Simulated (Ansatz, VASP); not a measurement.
**One calculation of MnSi, two programs**

INCAR

```
SYSTEM = MnSi
PREC = Accurate ; ENCUT = 520
EDIFF = 1E-8 ; ISMEAR = -1
SIGMA = 0.05 ; LREAL = .FALSE.
LASPH = .TRUE. ; NELM = 150
ALGO = Normal ; ISIF = 2
LWAVE = .FALSE. ; LCHARG = .FALSE.
ISPIN = 2 ; MAGMOM = 3.5 3.5 3.5 3.5 0 0 0 0
LORBIT = 11 ; LMAXMIX = 4
LEFG = .TRUE. ; NBANDS = 48
```

File KPOINTS:

```
Automatic mesh
0
G
  7 7 7
  0 0 0
```

The input POSCAR:

```
MnSi
1.0
    4.5480000000      0.0000000000      0.0000000000
    0.0000000000      4.5480000000      0.0000000000
    0.0000000000      0.0000000000      4.5480000000
Mn Si
4 4
Direct
    0.1380000000      0.1380000000      0.1380000000
    0.3620000000      0.8620000000      0.6380000000
    0.6380000000      0.3620000000      0.8620000000
    0.8620000000      0.6380000000      0.3620000000
    0.8460000000      0.8460000000      0.8460000000
    0.6540000000      0.1540000000      0.3460000000
    0.3460000000      0.6540000000      0.1540000000
    0.1540000000      0.3460000000      0.6540000000
```

Input for Ansatz:

```yaml
crystal:
  lattice:
    - [4.548, 0.0, 0.0]
    - [0.0, 4.548, 0.0]
    - [0.0, 0.0, 4.548]
  atoms:
    - { symbol: Mn, position: [0.138, 0.138, 0.138], spin: 3.5 }
    - { symbol: Mn, position: [0.362, 0.862, 0.638], spin: 3.5 }
    - { symbol: Mn, position: [0.638, 0.362, 0.862], spin: 3.5 }
    - { symbol: Mn, position: [0.862, 0.638, 0.362], spin: 3.5 }
    - { symbol: Si, position: [0.846, 0.846, 0.846] }
    - { symbol: Si, position: [0.654, 0.154, 0.346] }
    - { symbol: Si, position: [0.346, 0.654, 0.154] }
    - { symbol: Si, position: [0.154, 0.346, 0.654] }
magnetization:
  spin_polarized: true
kpoints:
  mp_grid: { grid: [7, 7, 7] }
scf:
  occupations: { method: fermi_dirac, width: 0.05 }
hamiltonian:
  xc: lda
  pseudopotentials: { kind: paw }
output:
  forces: true
  stress: true
  populations: true
  efg: { quadrupole_moments_barn: { Mn: 0.33 }, contact_densities: true }
  write_density: true
  write_potential: true
  elf: true
  volumetric_format: npy
```

Alike in both runs: task electric field gradients; functional LDA; k mesh 7 × 7 × 7; occupations fermi-dirac, width 0.05 eV; collinear spin.

```csv
,VASP,Ansatz
version,VASP 6.6.1,Ansatz 0.2.0
potentials or method,"VASP PAW LDA potentials, release 64 (Mn_pv, Si)","plane-wave PAW, scalar-relativistic"
plane-wave cutoff (eV),520,420
valence electrons in the cell,68,76
```

VASP gave:

```
pressure (GPa)                                                : -16.2
rms of the force components (eV/Å)                            : 0.149
net moment per atom (μB)                                      : 0.41
size of the moment on the site where the two differ most (μB) : 0.86
size of Vzz on the site where it differs most (V/Å²)          : 2.7
```

Task: What did Ansatz give for the same quantities?

Result: Pressure (GPa): -16.1; rms of the force components (eV/Å): 0.158; net moment per atom (μB): 0.45; size of the moment on the site where the two differ most (μB): 0.90; size of Vzz on the site where it differs most (V/Å²): 0.9.

LDA's correlation is that of Perdew and Zunger in VASP and of Perdew and Wang (1992) in Ansatz. Site moments also hang on the region over which each program counts them. Atom by atom the forces differ by 0.009 eV/Å (rms over components). VASP's potentials hold 68 valence electrons a cell and Ansatz's 76, so a difference there can come from the potentials and not from the codes.
